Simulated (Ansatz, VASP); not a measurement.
One calculation of ScAlN2, two programs

```xyz
8
Lattice="-2.1748 2.1748 4.1732 2.1748 -2.1748 4.1732 2.1748 2.1748 -4.1732" Properties=species:S:1:pos:R:3 pbc="T T T"
Sc    0.0000    2.1748    2.0866
Sc    0.0000    0.0000    0.0000
Al    2.1748    0.0000    2.0866
Al    0.0000    0.0000    4.1732
N     2.1748    0.0000    4.0773
N     0.0000    0.0000    2.1825
N     2.1748    0.0000    0.0959
N     0.0000    0.0000    6.1639
```

Alike in both runs: functional PBEsol; k mesh 10 × 10 × 10; occupations gaussian, width 0.02 eV; no spin polarisation.

Ansatz relaxed the structure, and its values are those at the end. VASP's run is a single point on that final structure, the one shown.

|  | VASP | Ansatz |
| --- | --- | --- |
| version | VASP 6.6.1 | Ansatz 0.2.0 |
| potentials or method | VASP PAW PBE potentials, release 64 (Sc_sv, Al, N), cutoff 520 eV | scalar-relativistic, plane waves, PAW |
| valence electrons in the cell | 48 | 48 |

|  | VASP | Ansatz | Ansatz less VASP |
| --- | --- | --- | --- |
| gap on the k mesh at the Fermi level (eV) | 0.84 | 0.86 | +0.023 |
| least direct gap on the mesh (eV) | 0.93 | 0.96 | +0.023 |
| pressure (GPa) | 0.7 | 0.0 | -0.70 |
| rms of the force components (eV/Å) | 0.017 | 0.000 | -0.0167 |

VASP's potentials were made for PBE, not for PBEsol.
